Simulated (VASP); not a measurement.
Here is a VASP 6.6.1 calculation.

File POSCAR:

```
YB6
1.0
    4.0478390603      0.0000000000      0.0000000000
    0.0000000000      4.0478390603      0.0000000000
    0.0000000000      0.0000000000      4.0478390603
Y B
1 6
Direct
    0.0000000000      0.0000000000      0.0000000000
    0.1985676732      0.5000000000      0.5000000000
    0.5000000000      0.1985676732      0.5000000000
    0.8014323268      0.5000000000      0.5000000000
    0.5000000000      0.8014323268      0.5000000000
    0.5000000000      0.5000000000      0.1985676732
    0.5000000000      0.5000000000      0.8014323268
```

Contents of INCAR.step1:

```
ALGO = Normal ; EDIFF = 1E-4
ENCUT = 520 ; GGA = PE
ISMEAR = 0 ; LASPH = True
LCHARG = False ; LREAL = False
LWAVE = True ; NBANDS = 24
NELM = 60 ; PREC = Accurate
SIGMA = 0.1
```

INCAR.step2

```
ALGO = Normal ; EDIFF = 1E-6
ENCUT = 520 ; ISIF = 2
ISMEAR = 0 ; ISTART = 1
LASPH = True ; LCHARG = False
LMIXTAU = True ; LREAL = False
LWAVE = False ; METAGGA = R2SCAN
NBANDS = 24 ; NELM = 60
PREC = Accurate ; SIGMA = 0.1
```

KPOINTS

```
k-points
0
Gamma
  10 10 10
```

Potentials or basis: VASP PAW PBE potentials, release 64 (Y_sv, B).

Run with:

```console
$ cat potpaw_PBE.64/Y_sv/POTCAR potpaw_PBE.64/B/POTCAR > POTCAR
$ cp INCAR.step1 INCAR
$ mpirun -np 1 vasp_std > vasp.out
$ cp INCAR.step2 INCAR
$ mpirun -np 1 vasp_std > vasp.out
```

**Question.** Predict the pressure.

**Answer.** 5.9 GPa.

**Question.** Predict the largest force.

**Answer.** 0.034 eV/Å.

Forces in eV/Å, atoms in the order of the input:
```
Y    0.000  0.000  0.000
B   -0.034  0.000  0.000
B    0.000 -0.034  0.000
B    0.034  0.000  0.000
B    0.000  0.034  0.000
B    0.000  0.000 -0.034
B    0.000  0.000  0.034
```

Caveat: the PAW data sets were made with another functional, which shifts forces and pressure a little.
